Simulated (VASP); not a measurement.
A run of VASP 6.6.1 is set up as follows.

File POSCAR:

```
InP
1.0
    0.0000000000      2.7453630729      2.7453630729
    2.7453630729      0.0000000000      2.7453630729
    2.7453630729      2.7453630729      0.0000000000
In P
1 1
Direct
    0.0000000000      0.0000000000      0.0000000000
    0.5000000000      0.5000000000      0.5000000000
```

Contents of INCAR.step1:

```
PREC = Accurate
ENCUT = 520
ISMEAR = -1
SIGMA = 0.2
LREAL = F
LASPH = T
NELM = 80
NBANDS = 16
GGA = PE
ALGO = Normal
EDIFF = 1E-4
LWAVE = T
LCHARG = F
```

The input INCAR.step2:

```
PREC = Accurate
ENCUT = 520
EDIFF = 1E-6
ISMEAR = -1
SIGMA = 0.2
LREAL = F
LASPH = T
NELM = 80
ALGO = Normal
ISIF = 2
LWAVE = F
LCHARG = F
METAGGA = R2SCAN
LMIXTAU = T
NBANDS = 16
ISTART = 1
```

Contents of KPOINTS:

```
regular mesh
0
Gamma
  6 6 6
```

Potentials or basis: VASP PAW PBE potentials, release 64 (In_d, P).

Command:

```bash
$ cat potpaw_PBE.64/In_d/POTCAR potpaw_PBE.64/P/POTCAR > POTCAR
$ cp INCAR.step1 INCAR
$ mpirun -np 1 vasp_std > vasp.out
$ cp INCAR.step2 INCAR
$ mpirun -np 1 vasp_std > vasp.out
```

Task: What does it give for the band gap on the k mesh?

Result: Zero (bands 9 and 10 overlap by 2.58 eV).

Task: What does it give for the pressure?

Result: 0.7 GPa.

Caveat: the structure was generated, so it needn't be the stable form of InP; the PAW data sets were made with another functional, which shifts forces and pressure a little; spin-orbit coupling is left out, which moves the levels of the heavy elements.
